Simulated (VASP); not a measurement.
Set up this calculation in VASP 6.6.1, as the native input.

```yaml
Task: single point
Functional: r2SCAN
Dispersion: rVV10
Potentials_or_basis: VASP PAW PBE potentials, release 64 (K_sv, Se, Y_sv)
Cutoff: 520 eV
k_mesh: 6 × 4 × 4
Occupations: fermi-dirac, width 0.03 eV
Spin: no spin polarisation
Dipole_correction: no
Further_INCAR_settings: ALGO = Normal; EDIFF = 1e-07; NBANDS = 42
```

The system is KYSe2.

```
CELL_PARAMETERS angstrom
4.12937 0.00000 0.00000
0.00000 6.01095 0.00000
0.00000 0.00000 9.18186
ATOMIC_POSITIONS crystal
K 0.00000 0.00000 0.89318
K 0.50000 0.50000 0.10682
Se 0.00000 0.50000 0.82466
Se 0.50000 0.00000 0.17534
Se 0.00000 0.50000 0.39859
Se 0.50000 0.00000 0.60141
Y 0.00000 0.00000 0.37939
Y 0.50000 0.50000 0.62061
```

One way to write it, as run:

POSCAR

```
KYSe2
1.0
    4.1293672253      0.0000000000      0.0000000000
    0.0000000000      6.0109526894      0.0000000000
    0.0000000000      0.0000000000      9.1818570325
K Se Y
2 4 2
Direct
    0.0000000000      0.0000000000      0.8931812186
    0.5000000000      0.5000000000      0.1068187814
    0.0000000000      0.5000000000      0.8246629800
    0.5000000000      0.0000000000      0.1753370200
    0.0000000000      0.5000000000      0.3985867124
    0.5000000000      0.0000000000      0.6014132876
    0.0000000000      0.0000000000      0.3793924399
    0.5000000000      0.5000000000      0.6206075601
```

INCAR.step1

```
PREC = Accurate ; ENCUT = 520
ISMEAR = -1 ; SIGMA = 0.03
LREAL = F ; LASPH = T
NELM = 80 ; NBANDS = 42
GGA = PE ; ALGO = Normal
EDIFF = 1E-4 ; LWAVE = T
LCHARG = F
```

INCAR.step2

```
PREC = Accurate ; ENCUT = 520
EDIFF = 1E-7 ; ISMEAR = -1
SIGMA = 0.03 ; LREAL = F
LASPH = T ; NELM = 80
ALGO = Normal ; ISIF = 2
LWAVE = F ; LCHARG = F
METAGGA = R2SCAN ; LMIXTAU = T
LUSE_VDW = T ; IVDW_NL = 2
BPARAM = 11.95 ; CPARAM = 0.0093
NBANDS = 42 ; ISTART = 1
```

KPOINTS

```
Automatic mesh
0
Gamma
  6 4 4
```

Potentials or basis: VASP PAW PBE potentials, release 64 (K_sv, Se, Y_sv).

Launch:

```sh
$ cat potpaw_PBE.64/K_sv/POTCAR potpaw_PBE.64/Se/POTCAR potpaw_PBE.64/Y_sv/POTCAR > POTCAR
$ cp INCAR.step1 INCAR
$ mpirun -np 1 vasp_std > vasp.out
$ cp INCAR.step2 INCAR
$ mpirun -np 1 vasp_std > vasp.out
```

It gave:

```
Pressure               : 0.1 GPa
Largest force          : 0.005 eV/Å
Band gap on the k mesh : 2.25 eV (least direct gap 2.36 eV)
```

Caveat: the PAW data sets were made with another functional, which shifts forces and pressure a little.

Wall time 57 min on 1 thread of Intel Xeon 8259CL, with other jobs on the host, peak memory 0.95 GiB.
